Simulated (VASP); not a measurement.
Here is a VASP 6.6.1 calculation.

The input INCAR:

```
SYSTEM = HfO2
PREC = Accurate
ENCUT = 520
EDIFF = 1E-7
ISMEAR = 0
SIGMA = 0.05
LREAL = .FALSE.
LASPH = .TRUE.
NELM = 60
ALGO = Normal
ISIF = 2
LWAVE = .FALSE.
LCHARG = .FALSE.
GGA = CA
NBANDS = 31
```

The input KPOINTS:

```
regular mesh
0
G
  6 6 8
  0 0 0
```

File POSCAR:

```
HfO2
1.0
    4.7888991402      0.0000000000      0.0000000000
    0.0000000000      4.7888991402      0.0000000000
    0.0000000000      0.0000000000      3.1858186410
Hf O
2 4
Direct
    0.0000000000      0.0000000000     -0.0627782126
    0.5000000000      0.5000000000      0.5000000000
    0.1951075730      0.8048924270      0.5000000000
    0.3048924270      0.3048924270      0.0000000000
    0.6951075730      0.6951075730      0.0000000000
    0.8048924270      0.1951075730      0.5000000000
```

Potentials or basis: VASP PAW LDA potentials, release 64 (Hf_pv, O).

The run is started by

```console
$ cat potpaw_LDA.64/Hf_pv/POTCAR potpaw_LDA.64/O/POTCAR > POTCAR
$ mpirun -np 1 vasp_std > vasp.out
```

**Question.** Estimate the largest force.

**Answer.** 2.350 eV/Å.

**Question.** What does it give for the pressure?

**Answer.** 0.9 GPa.

**Question.** Predict the band gap on the k mesh.

**Answer.** 3.99 eV, direct.

Stress tensor (GPa, compression positive):
```
 0.22 -2.86  0.00
-2.86  0.22  0.00
 0.00  0.00  2.15
```

Caveat: the cell differs from its parent crystal (atom 1 (Hf) moved -0.200 Å along Cartesian [0 0 1]); spin-orbit coupling is left out, which moves the levels of the heavy elements; forces of over 1 eV/Å act on the atoms, so gaps and moduli don't describe the material at rest. A k mesh can miss the band edges.
